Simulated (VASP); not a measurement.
Here is a VASP 6.6.1 calculation.

INCAR

```
SYSTEM = BN
  ALGO = Normal
  EDIFF = 1E-6
  ENCUT = 520
  GGA = CA
  ISIF = 2
  ISMEAR = 0
  LASPH = .TRUE.
  LCHARG = .TRUE.
  LELF = .TRUE.
  LREAL = .FALSE.
  LVHAR = .TRUE.
  LWAVE = .FALSE.
  NBANDS = 26
  NELM = 100
  PREC = Accurate
  SIGMA = 0.01
```

The input KPOINTS:

```
k-points
0
G
  8 8 6
  0 0 0
```

File POSCAR:

```
BN
1.0
    1.6438210000     -4.7155350000      0.0000000000
    1.6438210000      4.7155350000      0.0000000000
   -1.1929310000      0.0000000000      4.1817430000
B N
4 4
Direct
    0.4344000000      0.5664270000      0.0002040000
    0.5664270000      0.4344000000      0.5002040000
    0.1769990000      0.5642020000      0.4918210000
    0.5642020000      0.1769990000      0.9918210000
    0.3857400000      0.7783390000      0.8407830000
    0.7783390000      0.3857400000      0.3407830000
    0.3799060000      0.5117870000      0.3210930000
    0.5117870000      0.3799060000      0.8210930000
```

Potentials or basis: VASP PAW LDA potentials, release 64 (B, N).

Command:

```sh
$ cat potpaw_LDA.64/B/POTCAR potpaw_LDA.64/N/POTCAR > POTCAR
$ mpirun -np 1 vasp_std > vasp.out
```

Task: Predict the pressure.

Result: -8.6 GPa.

Task: Predict the largest force.

Result: 0.033 eV/Å.

Forces on the atoms (eV/Å):
```
B   -0.014 -0.010 -0.006
B   -0.014  0.010 -0.006
B   -0.008  0.007 -0.010
B   -0.008 -0.007 -0.010
N    0.006 -0.013 -0.012
N    0.006  0.013 -0.012
N    0.015 -0.009  0.028
N    0.015  0.009  0.028
```

Caveat: the cell stands under tension.
